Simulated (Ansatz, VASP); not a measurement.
## Si3Se2 in VASP and in Ansatz

```
Si Se
1.0
     3.17631    1.83385    2.56499
    -3.17631    1.83385    2.56499
     0.00000   -3.66769    2.56499
Si Se
3 2
Cartesian
  -0.7941 -2.2923 2.5650
  2.3822 0.4585 2.5650
  -1.5882 1.8338 2.5650
  0.0000 0.0000 2.0007
  0.0000 0.0000 5.6943
```

Change from the starting cell: species swapped into the Ni3Se2 type (R32, No. 155).

Alike in both runs: task relaxation of cell and atoms; functional PBE; k mesh 4 × 4 × 4; occupations gaussian, width 0.2 eV; no spin polarisation.

|  | VASP | Ansatz |
| --- | --- | --- |
| version | VASP 6.6.1 | Ansatz 0.2.0 |
| potentials or method | VASP PAW PBE potentials, release 64 (Si, Se), cutoff 500 eV | scalar-relativistic, plane waves, PAW |
| valence electrons in the cell | 24 | 44 |

|  | VASP | Ansatz | Ansatz less VASP |
| --- | --- | --- | --- |
| gap on the k mesh at the Fermi level, each at its own relaxed structure (eV) | none | none | - |
| relaxed volume (Å³/atom) | 20.48 | 20.57 | +0.092 |
| relaxed cell length with the largest relative difference (Å) | 4.688 | 4.696 | +0.0079 |

A gap of «none» marks a metal or a gap that the smearing closes. VASP's potentials hold 24 valence electrons a cell and Ansatz's 44, so a difference there can come from the potentials and not from the codes.
